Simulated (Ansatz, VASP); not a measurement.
One calculation of InGa3P2, two programs

```
In Ga P
1.0
     5.88560    0.00000    0.00000
    -2.94280    5.09708    0.00000
     0.00000    0.00000    3.90737
In Ga P
1 3 2
Direct
  0.00000 0.00000 0.00000
  0.00000 0.50000 0.50000
  0.50000 0.50000 0.50000
  0.50000 0.00000 0.50000
  0.66667 0.33333 0.00000
  0.33333 0.66667 0.00000
```

Change from the starting cell: species swapped into the LaGa2Rh3 type (P6/mmm, No. 191).

Alike in both runs: task relaxation of cell and atoms; functional PBE; k mesh 6 × 6 × 10; occupations gaussian, width 0.1 eV; no spin polarisation.

```csv
,VASP,Ansatz
version,VASP 6.6.1,Ansatz 0.2.0
potentials or method,"VASP PAW PBE potentials, release 64 (In_d, Ga_d, P), cutoff 600 eV","scalar-relativistic, plane waves, PAW"
valence electrons in the cell,62,62
```

|  | VASP | Ansatz | Ansatz less VASP |
| --- | --- | --- | --- |
| gap on the k mesh at the Fermi level, each at its own relaxed structure (eV) | none | none | - |
| relaxed volume (Å³/atom) | 21.05 | 21.05 | +0.001 |
| relaxed cell length with the largest relative difference (Å) | 3.600 | 3.591 | -0.0094 |

A gap of «none» marks a metal or a gap that the smearing closes.
